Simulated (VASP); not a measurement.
Here is a VASP 6.6.1 calculation.

The input INCAR:

```
  ALGO = Normal
  EDIFF = 1E-7
  ENCUT = 520
  GGA = CA
  ISIF = 2
  ISMEAR = 1
  LASPH = True
  LCHARG = False
  LREAL = False
  LWAVE = False
  NBANDS = 23
  NELM = 60
  PREC = Accurate
  SIGMA = 0.15
```

Contents of KPOINTS:

```
k-points
0
Gamma
  9 9 5
```

The input POSCAR:

```
HfN
1.0
    3.1339080000      0.0000000000      0.0000000000
   -1.5669540000      2.7140440000      0.0000000000
    0.0000000000      0.0000000000      5.4167680000
Hf N
2 2
Direct
    0.6666666667      0.3333333333      0.7500000000
    0.3333333333      0.6666666667      0.2500000000
    0.0000000000      0.0000000000      0.0000000000
    0.0000000000      0.0000000000      0.5000000000
```

Potentials or basis: VASP PAW LDA potentials, release 64 (Hf_pv, N).

Command:

```console
$ cat potpaw_LDA.64/Hf_pv/POTCAR potpaw_LDA.64/N/POTCAR > POTCAR
$ mpirun -np 1 vasp_std > vasp.out
```

(1) Predict the pressure.

(2) Estimate the band gap on the k mesh.

## Answers

(1) -10.1 GPa.

(2) zero (band 15 reaches 9.18 eV, above the bottom of band 16 at 7.51 eV).

Caveat: spin-orbit coupling is left out, which moves the levels of the heavy elements.
